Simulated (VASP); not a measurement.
A run of VASP 6.6.1 is set up as follows.

The input INCAR:

```
PREC = Accurate
ENCUT = 520
EDIFF = 1E-7
ISMEAR = 0
SIGMA = 0.1
LREAL = F
LASPH = T
NELM = 60
ALGO = Normal
ISIF = 2
LWAVE = F
LCHARG = T
GGA = PE
LELF = T
LVHAR = T
NBANDS = 16
```

File KPOINTS:

```
regular mesh
0
Gamma
  16 16 16
```

File POSCAR:

```
CoSi2
1.0
    0.0000000000      2.6797447960      2.6797447960
    2.6797447960      0.0000000000      2.6797447960
    2.6797447960      2.6797447960      0.0000000000
Co Si
1 2
Direct
    0.0000000000      0.0000000000      0.0000000000
    0.7500000000      0.7500000000      0.7500000000
    0.2500000000      0.2500000000      0.2500000000
```

Potentials or basis: VASP PAW PBE potentials, release 64 (Co, Si).

Command:

```bash
$ cat potpaw_PBE.64/Co/POTCAR potpaw_PBE.64/Si/POTCAR > POTCAR
$ mpirun -np 1 vasp_std > vasp.out
```

**Question.** Predict the pressure.

**Answer.** -0.1 GPa.

Spin polarisation is off, so any magnetic state and its effect on volume and gap are missing.
